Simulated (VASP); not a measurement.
Wanted: the native input for a VASP 6.6.1 run.

* Task: single point
* Functional: PBEsol
* Potentials or basis: VASP PAW PBE potentials, release 64 (Se, Li_sv)
* Cutoff: 750 eV
* k mesh: 4 × 4 × 4
* Occupations: gaussian, width 0.01 eV
* Spin: no spin polarisation
* Dipole correction: no
* Further INCAR settings: ALGO = Normal; EDIFF = 1e-06; NBANDS = 13

The structure of Li2Se lies in POSCAR:

```
Li2Se
1.0
    0.0000000000      2.9935210614      2.9935210614
    2.9935210614      0.0000000000      2.9935210614
    2.9935210614      2.9935210614      0.0000000000
Se Li
1 2
Direct
    0.0000000000      0.0000000000      0.0000000000
    0.2500000000      0.2500000000      0.2500000000
    0.7500000000      0.7500000000      0.7500000000
```

The input as run:

INCAR

```
SYSTEM = Li2Se
PREC = Accurate ; ENCUT = 750
EDIFF = 1E-6 ; ISMEAR = 0
SIGMA = 0.01 ; LREAL = .FALSE.
LASPH = .TRUE. ; NELM = 120
ALGO = Normal ; ISIF = 2
LWAVE = .FALSE. ; LCHARG = .TRUE.
GGA = PS ; LELF = .TRUE.
LVHAR = .TRUE. ; NBANDS = 13
GGA_COMPAT = .FALSE.
```

KPOINTS

```
Automatic mesh
0
G
  4 4 4
  0 0 0
```

Potentials or basis: VASP PAW PBE potentials, release 64 (Se, Li_sv).

Launch:

```bash
$ cat potpaw_PBE.64/Se/POTCAR potpaw_PBE.64/Li_sv/POTCAR > POTCAR
$ mpirun -np 1 vasp_std > vasp.out
```

Results of the run:

The pressure is -0.6 GPa. The band gap on the k mesh is 2.82 eV (least direct gap 3.27 eV).

Caveat: the k points lie up to 0.45 Å⁻¹ apart; the structure was generated, so it needn't be the stable form of Li2Se; the PAW data sets were made with another functional, which shifts forces and pressure a little.

Run time: 17 s on 1 thread of Intel Xeon 8259CL, with other jobs on the host, peak memory 0.23 GiB.
